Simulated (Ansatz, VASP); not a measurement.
**Al2O3 in VASP and in Ansatz**

Contents of INCAR:

```
PREC = Accurate ; ENCUT = 520
EDIFF = 1E-6 ; ISMEAR = 0
SIGMA = 0.05 ; LREAL = F
LASPH = T ; NELM = 80
ALGO = Normal ; ISIF = 2
LWAVE = F ; LCHARG = F
GGA = PE ; NBANDS = 35
```

KPOINTS

```
regular mesh
0
Gamma
  6 6 6
```

Contents of POSCAR:

```
Al2O3
1.0
    2.5486239701      1.4714487352      4.5144625923
   -2.5486239701      1.4714487352      4.5144625923
    0.0000000000     -2.9428974703      4.5144625923
Al O
4 6
Direct
    0.8521293568      0.8521293568      0.8521293568
    0.6478706432      0.6478706432      0.6478706432
    0.1478706432      0.1478706432      0.1478706432
    0.3521293568      0.3521293568      0.3521293568
    0.0561574040      0.4438425960      0.7500000000
    0.7500000000      0.0561574040      0.4438425960
    0.4438425960      0.7500000000      0.0561574040
    0.9438425960      0.5561574040      0.2500000000
    0.2500000000      0.9438425960      0.5561574040
    0.5561574040      0.2500000000      0.9438425960
```

Input for Ansatz:

```yaml
crystal:
  lattice:
    - [2.5486239701, 1.4714487352, 4.5144625923]
    - [-2.5486239701, 1.4714487352, 4.5144625923]
    - [0.0, -2.9428974703, 4.5144625923]
  atoms:
    - { symbol: Al, position: [0.8521293568, 0.8521293568, 0.8521293568] }
    - { symbol: Al, position: [0.6478706432, 0.6478706432, 0.6478706432] }
    - { symbol: Al, position: [0.1478706432, 0.1478706432, 0.1478706432] }
    - { symbol: Al, position: [0.3521293568, 0.3521293568, 0.3521293568] }
    - { symbol: O, position: [0.056157404, 0.443842596, 0.75] }
    - { symbol: O, position: [0.75, 0.056157404, 0.443842596] }
    - { symbol: O, position: [0.443842596, 0.75, 0.056157404] }
    - { symbol: O, position: [0.943842596, 0.556157404, 0.25] }
    - { symbol: O, position: [0.25, 0.943842596, 0.556157404] }
    - { symbol: O, position: [0.556157404, 0.25, 0.943842596] }
basis:
  ecutwfc: 520.0
kpoints:
  mp_grid: { grid: [6, 6, 6] }
hamiltonian:
  xc: pbe
  pseudopotentials: { kind: paw, azcp: { folder: soft_1 } }
scf:
  occupations: { method: gaussian, width: 0.05 }
output:
  forces: true
  stress: true
  eigenvalues: true
```

Alike in both runs: task single point; functional PBE; k mesh 6 × 6 × 6; occupations gaussian, width 0.05 eV; no spin polarisation.

```csv
,VASP,Ansatz
version,VASP 6.6.1,Ansatz 0.2.0
potentials or method,"VASP PAW PBE potentials, release 64 (Al, O), cutoff 520 eV","scalar-relativistic, plane waves, PAW"
valence electrons in the cell,48,48
```

Ansatz gave:

| Item | Value |
| --- | --- |
| gap on the k mesh at the Fermi level (eV) | 3.98 |
| least direct gap on the mesh (eV) | 3.98 |
| pressure (GPa) | -25.5 |
| traceless stress, the component that is largest in VASP (GPa) | 6.77 |
| rms of the force components (eV/Å) | 0.102 |

Q: Estimate VASP's values.

A: gap on the k mesh at the Fermi level (eV): 3.97; least direct gap on the mesh (eV): 3.97; pressure (GPa): -25.6; traceless stress, the component that is largest in VASP (GPa): 6.76; rms of the force components (eV/Å): 0.102.

Atom by atom the forces differ by 0.001 eV/Å (rms over components).
